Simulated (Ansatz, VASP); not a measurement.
**Al5BAs6: VASP beside Ansatz**

The input INCAR:

```
SYSTEM = Al5BAs6
  PREC = Accurate
  ENCUT = 600
  EDIFF = 1E-7
  ISMEAR = 0
  SIGMA = 0.1
  LREAL = .FALSE.
  LASPH = .TRUE.
  NELM = 80
  ALGO = Normal
  ISIF = 3
  LWAVE = .FALSE.
  LCHARG = .FALSE.
  GGA = PE
  IBRION = 2
  NSW = 90
  EDIFFG = -0.04
```

The input KPOINTS:

```
regular mesh
0
G
  3 3 4
  0 0 0
```

The input POSCAR:

```
Al5BAs6
1.0
    6.5321828800      0.0000000000      0.0000000000
   -3.2660914400      5.6570363200      0.0000000000
    0.0000000000      0.0000000000      6.1981039400
Al B As
5 1 6
Direct
    0.6666666700      0.3333333300      0.0006830000
    0.3333333300      0.6666666700      0.0006830000
    0.0000000000      0.3333333300      0.5006830000
    0.6666666700      0.6666666700      0.5006830000
    0.3333333300      0.0000000000      0.5006830000
    0.0000000000      0.0000000000      0.0006830000
    0.6666666700      0.3333333300      0.3753170100
    0.3333333300      0.6666666700      0.3753170100
    0.0000000000      0.0000000000      0.3753170100
    0.0000000000      0.3333333300      0.8753170100
    0.6666666700      0.6666666700      0.8753170100
    0.3333333300      0.0000000000      0.8753170100
```

Input for Ansatz:

```yaml
crystal:
  lattice:
    - [6.53218288, 0.0, 0.0]
    - [-3.26609144, 5.65703632, 0.0]
    - [0.0, 0.0, 6.19810394]
  atoms:
    - { symbol: Al, position: [0.66666667, 0.33333333, 0.000683] }
    - { symbol: Al, position: [0.33333333, 0.66666667, 0.000683] }
    - { symbol: Al, position: [0.0, 0.33333333, 0.500683] }
    - { symbol: Al, position: [0.66666667, 0.66666667, 0.500683] }
    - { symbol: Al, position: [0.33333333, 0.0, 0.500683] }
    - { symbol: B, position: [0.0, 0.0, 0.000683] }
    - { symbol: As, position: [0.66666667, 0.33333333, 0.37531701] }
    - { symbol: As, position: [0.33333333, 0.66666667, 0.37531701] }
    - { symbol: As, position: [0.0, 0.0, 0.37531701] }
    - { symbol: As, position: [0.0, 0.33333333, 0.87531701] }
    - { symbol: As, position: [0.66666667, 0.66666667, 0.87531701] }
    - { symbol: As, position: [0.33333333, 0.0, 0.87531701] }
basis:
  ecutwfc: 420
kpoints:
  mp_grid: { grid: [3, 3, 4] }
hamiltonian:
  xc: pbe
scf:
  occupations: { method: gaussian, width: 0.1 }
  lower_state_search: "off"
output:
  forces: true
  stress: true
  eigenvalues: true
relax:
  adjacent_minimum: "off"
  f_tol: 0.04
  max_steps: 70
  cell: { stress_tol: 0.4 }
```

Alike in both runs: task relaxation of cell and atoms; functional PBE; k mesh 3 × 3 × 4; occupations gaussian, width 0.1 eV; no spin polarisation.

|  | VASP | Ansatz |
| --- | --- | --- |
| version | VASP 6.6.1 | Ansatz 0.2.0 |
| potentials or method | VASP PAW PBE potentials, release 64 (Al, B, As), cutoff 600 eV | scalar-relativistic, plane waves, PAW |
| valence electrons in the cell | 48 | 108 |

|  | VASP | Ansatz | Ansatz less VASP |
| --- | --- | --- | --- |
| gap on the k mesh at the Fermi level, each at its own relaxed structure (eV) | 1.21 | 1.22 | +0.006 |
| relaxed volume (Å³/atom) | 21.73 | 21.62 | -0.107 |
| relaxed cell length with the largest relative difference (Å) | 6.477 | 6.463 | -0.0140 |

VASP's potentials hold 48 valence electrons a cell and Ansatz's 108, so a difference there can come from the potentials and not from the codes.
